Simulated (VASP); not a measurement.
Sb, 1 atom in the cell. It takes space group Cmmm (No. 65, orthorhombic). The conventional cell has a = 3.740 Å, b = 4.495 Å, c = 3.686 Å, α = 90.00°, β = 90.00°, γ = 90.00°. Within 3.9 Å of Sb (site symmetry mmm) lie 8 Sb at 2.92 to 3.74 Å. 

```yaml
Program: VASP 6.6.1
Task: relaxation of cell and atoms
Functional: PBE
Potentials_or_basis: VASP PAW PBE potentials, release 64 (Sb)
Cutoff: 600 eV
k_mesh: 6 × 6 × 6
Occupations: gaussian, width 0.1 eV
Spin: no spin polarisation
Dipole_correction: no
Further_INCAR_settings: ALGO = Normal; EDIFF = 1e-06; IBRION = 2; EDIFFG = -0.04; NSW = 90; ISIF = 3
```

Potentials or basis: VASP PAW PBE potentials, release 64 (Sb).

Launch:

```bash
$ cat potpaw_PBE.64/Sb/POTCAR > POTCAR
$ mpirun -np 1 vasp_std > vasp.out
```

Hardware: 1 thread of Intel Xeon 6975P-C, on a shared host.

Problem. How long does it take, and how much memory?

Solution. It took 33 s on 1 thread of Intel Xeon 6975P-C, on a shared host, peak memory 0.16 GiB. Counts: scf iterations 59, k points 52, ion steps 11.
